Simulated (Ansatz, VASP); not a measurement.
## LiCl in VASP and in Ansatz

```xyz
2
Lattice="0.0000 2.5815 2.5815 2.5815 0.0000 2.5815 2.5815 2.5815 0.0000" Properties=species:S:1:pos:R:3 pbc="T T T"
Li    0.0000    0.0000    0.0000
Cl    2.5815    2.5815    2.5815
```

Alike in both runs: task single point; functional r2SCAN; k mesh 8 × 8 × 8; occupations gaussian, width 0.02 eV; no spin polarisation.

```csv
,VASP,Ansatz
version,VASP 6.6.1,Ansatz 0.2.0
potentials or method,"VASP PAW PBE potentials, release 64 (Li_sv, Cl), cutoff 520 eV","scalar-relativistic, plane waves, PAW"
valence electrons in the cell,10,10
```

```tsv
	VASP	Ansatz	Ansatz less VASP
gap on the k mesh at the Fermi level (eV)	7.17	7.11	-0.066
least direct gap on the mesh (eV)	7.17	7.11	-0.066
```

VASP's potentials were made for PBE, not for r2SCAN.

Noted on VASP's run: the cutoff is short for stress, so the pressure is rough.
